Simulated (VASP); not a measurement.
## C: relaxation of cell and atoms with PBE

C:

```
C
1.0
     2.12000    0.00000    0.00000
    -1.06000    1.83597    0.00000
     0.00000    0.00000    3.46196
C
2
Direct
  0.33333 0.66667 0.25000
  0.66667 0.33333 0.75000
```

| Property | Result |
| --- | --- |
| Program | VASP 6.6.1 |
| Task | relaxation of cell and atoms |
| Functional | PBE |
| Potentials or basis | VASP PAW PBE potentials, release 64 (C_h) |
| Cutoff | 910 eV |
| k mesh | 12 × 12 × 7 |
| Occupations | fermi-dirac, width 0.1 eV |
| Spin | no spin polarisation |
| Target pressure | 10 GPa |
| Dipole correction | no |
| Second run | hard_potentials |
| Further INCAR settings | ALGO = Normal; EDIFF = 1e-07; IBRION = 2; EDIFFG = -0.02; NSW = 80; ISIF = 3 |

```
Relaxed volume                                         : 6.55 Å³/atom
Relaxed cell                                           : a = 2.155 Å, b = 2.155 Å, c = 3.257 Å, α = 90.00°, β = 90.00°, γ = 120.00°
Space group after relaxing (to 0.05 Å)                 : P6_3/mmc (No. 194)
Energy change on relaxing (the enthalpy is what falls) : -6.6 meV/atom
Ionic steps                                            : 9
Pressure after relaxing                                : 10.1 GPa
Band gap on the k mesh                                 : zero (band 4 reaches 16.35 eV, above the bottom of band 5 at 5.06 eV)
```

Stress tensor (GPa, compression positive):
```
10.29  0.00  0.00
 0.00 10.29  0.00
 0.00  0.00  9.83
```

Step by step:
```csv
step,energy change (eV),largest force (eV/Å),pressure (GPa),volume (Å³)
1,0.0000,0.0000,3.80,13.47
2,0.0041,0.0000,10.87,12.97
3,0.0079,0.0000,12.12,12.90
4,0.0091,0.0000,12.50,12.88
5,-0.0037,0.0000,10.78,13.01
6,-0.0231,0.0000,7.64,13.28
7,-0.0195,0.0000,8.31,13.22
8,-0.0174,0.0000,8.70,13.18
9,-0.0132,0.0000,10.14,13.10
```

Final structure:
```yaml
crystal:
  lattice:
    - [2.15498, 0.00000, 0.00000]
    - [-1.07749, 1.86627, 0.00000]
    - [0.00000, 0.00000, 3.25736]
  atoms:
    - { symbol: C, position: [0.33333, 0.66667, 0.25000] }
    - { symbol: C, position: [0.66667, 0.33333, 0.75000] }
```

Levels at points of the mesh, in eV from the Fermi level:
```
           k point  band 1  band 2  band 3  band 4  band 5  band 6  band 7  band 8
(0.00, 0.00, 0.00)  -20.20   -9.20   -8.05    5.77    5.77    8.25    8.25   10.02
(0.50, 0.00, 0.00)  -11.76  -10.89   -2.31   -1.35   -0.82    1.41    2.01    7.06
```

Run time: 56 s on 1 thread of AMD EPYC 7R13 Processor (Zen 3), with other jobs on the host, peak memory 0.12 GiB.

Caveat: the cutoff is under 1.25 times the usual one of these potentials, so pressure, stress and relaxed cells hold a basis-set (Pulay) error; the cell is relaxed towards a set pressure, so the enthalpy falls and the energy may rise.
